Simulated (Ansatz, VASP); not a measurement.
**SnO2 in VASP and in Ansatz**

```
CELL_PARAMETERS angstrom
3.23734 1.86908 4.29084
-3.23734 1.86908 4.29084
0.00000 -3.73816 4.29084
ATOMIC_POSITIONS crystal
Sn 0.86117 0.86658 0.86658
Sn 0.36119 0.36659 0.86659
Sn 0.36119 0.86659 0.36659
Sn 0.86119 0.36659 0.36659
O 0.15914 0.60217 0.60217
O 0.65913 0.10222 0.60220
O 0.65913 0.60220 0.10222
O 0.59713 0.61404 0.61404
O 0.15913 0.10221 0.10221
O 0.09715 0.11401 0.61400
O 0.09715 0.61400 0.11401
O 0.59720 0.11402 0.11402
```

Change from the starting cell: mode 20 frozen in at +0.075 Å and mode 26 at +0.138 Å (largest displacements).

Alike in both runs: task single point; functional PBE; dispersion D3(BJ); k mesh 6 × 6 × 6; occupations gaussian, width 0.05 eV; no spin polarisation.

```csv
,VASP,Ansatz
version,VASP 6.6.1,Ansatz 0.2.0
potentials or method,"VASP PAW PBE potentials, release 64 (Sn_d, O), cutoff 520 eV","scalar-relativistic, plane waves, PAW"
valence electrons in the cell,104,104
```

```tsv
	VASP	Ansatz	Ansatz less VASP
gap on the k mesh at the Fermi level (eV)	1.42	1.45	+0.022
least direct gap on the mesh (eV)	1.45	1.47	+0.020
pressure (GPa)	3.6	2.9	-0.68
traceless stress, the component that is largest in VASP (GPa)	9.52	9.38	-0.138
rms of the force components (eV/Å)	0.818	0.798	-0.0204
```

Atom by atom the forces differ by 0.032 eV/Å (rms over components).
